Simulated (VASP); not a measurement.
A run of VASP 6.6.1 is set up as follows.

File INCAR:

```
SYSTEM = CsBa3
  PREC = Accurate
  ENCUT = 520
  EDIFF = 1E-6
  ISMEAR = 1
  SIGMA = 0.05
  LREAL = .False.
  LASPH = .True.
  NELM = 100
  ALGO = Normal
  ISIF = 2
  LWAVE = .False.
  LCHARG = .True.
  GGA = PE
  LELF = .True.
  LVHAR = .True.
  NBANDS = 28
```

The input KPOINTS:

```
Automatic mesh
0
Gamma
  3 3 3
  0 0 0
```

The input POSCAR:

```
CsBa3
1.0
    0.0000000000      5.2212840000      5.2212840000
    5.2212840000      0.0000000000      5.2212840000
    5.2212840000      5.2212840000      0.0000000000
Ba Cs
3 1
Direct
    0.5012270000      0.4971690000      0.4967690000
    0.7590530000      0.7460360000      0.7562990000
    0.2519520000      0.2509940000      0.2457810000
    0.0084740000      0.0003550000     -0.0073040000
```

Potentials or basis: VASP PAW PBE potentials, release 64 (Ba_sv, Cs_sv).

The run is started by

```console
$ cat potpaw_PBE.64/Ba_sv/POTCAR potpaw_PBE.64/Cs_sv/POTCAR > POTCAR
$ mpirun -np 1 vasp_std > vasp.out
```

Q: Estimate the pressure.

A: 0.3 GPa.

Q: What does it give for the largest force?

A: 0.097 eV/Å.

Forces in eV/Å, atoms in the order of the input:
```
Ba   0.030  0.053  0.038
Ba  -0.044 -0.086 -0.008
Ba  -0.019  0.008  0.000
Cs   0.033  0.025 -0.029
```
